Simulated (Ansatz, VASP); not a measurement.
## PbS: VASP beside Ansatz

Contents of INCAR:

```
  PREC = Accurate
  ENCUT = 600
  EDIFF = 1E-7
  ISMEAR = -1
  SIGMA = 0.05
  LREAL = F
  LASPH = T
  NELM = 60
  ALGO = Normal
  ISIF = 3
  LWAVE = F
  LCHARG = F
  IBRION = 2
  NSW = 80
  EDIFFG = -0.01
```

KPOINTS

```
Automatic mesh
0
Gamma
  6 6 6
```

File POSCAR:

```
PbS
1.0
    4.0897000000      0.0000000000      0.0000000000
   -2.0448500000      3.5417800000      0.0000000000
    0.0000000000      0.0000000000      3.7881700000
Pb S
1 1
Direct
    0.0000000000      0.0000000000      0.0000000000
    0.6666666667      0.3333333333      0.5000000000
```

Input for Ansatz:

```yaml
crystal:
  lattice:
    - [4.0897, 0.0, 0.0]
    - [-2.04485, 3.54178, 0.0]
    - [0.0, 0.0, 3.78817]
  atoms:
    - { symbol: Pb, position: [0.0, 0.0, 0.0] }
    - { symbol: S, position: [0.6666666666666666, 0.3333333333333333, 0.5] }
kpoints:
  mp_grid:
    grid: [6, 6, 6]
hamiltonian:
  xc: lda
scf:
  occupations:
    method: fermi_dirac
    width: 0.05
relax:
  cell: {}
```

Alike in both runs: task relaxation of cell and atoms; functional LDA; k mesh 6 × 6 × 6; occupations fermi-dirac, width 0.05 eV; no spin polarisation.

|  | VASP | Ansatz |
| --- | --- | --- |
| version | VASP 6.6.1 | Ansatz 0.2.0 |
| potentials or method | VASP PAW LDA potentials, release 64 (Pb_d, S) | plane waves, PAW |
| plane-wave cutoff (eV) | 600 | 420 |
| valence electrons in the cell | 20 | 20 |

```csv
,VASP,Ansatz,Ansatz less VASP
relaxed volume (Å³/atom),25.08,25.05,-0.032
relaxed cell length with the largest relative difference (Å),3.727,3.724,-0.0036
```

LDA's correlation is that of Perdew and Zunger in VASP and of Perdew and Wang (1992) in Ansatz.

Neither program's run includes spin-orbit coupling.
